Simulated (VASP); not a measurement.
The system is HfB.

```
Hf B
1.0
     0.00000    2.31000    2.31000
     2.31000    0.00000    2.31000
     2.31000    2.31000    0.00000
Hf B
1 1
Direct
  0.50000 0.50000 0.50000
  0.00000 0.00000 0.00000
```

Base run:

- Program: VASP 6.6.1
- Functional: r2SCAN
- Potentials or basis: VASP PAW PBE potentials, release 64 (Hf_pv, B)
- Cutoff: 550 eV
- k mesh: 8 × 8 × 8
- Occupations: gaussian, width 0.05 eV
- Spin: no spin polarisation

Its results: band gap on the k mesh zero (an odd number of electrons rules out a gap without spin polarisation); pressure 29.8 GPa.

Q: The run is repeated on the same cell with these changes: dispersion from none to D3(BJ). What comes out?

A: Band gap on the k mesh zero (an odd number of electrons rules out a gap without spin polarisation); pressure 27.3 GPa.

Dispersion adds attraction, which lowers the pressure at fixed volume and, as a term added to the energy, leaves the levels alone.

Caveats: the cell stands under pressure; the PAW data sets were made with another functional, which shifts forces and pressure a little; spin-orbit coupling is left out, which moves the levels of the heavy elements; an odd number of electrons without spin polarisation forces a metal; a magnetic or distorted state may lie lower; three body term missing (at least some runs).
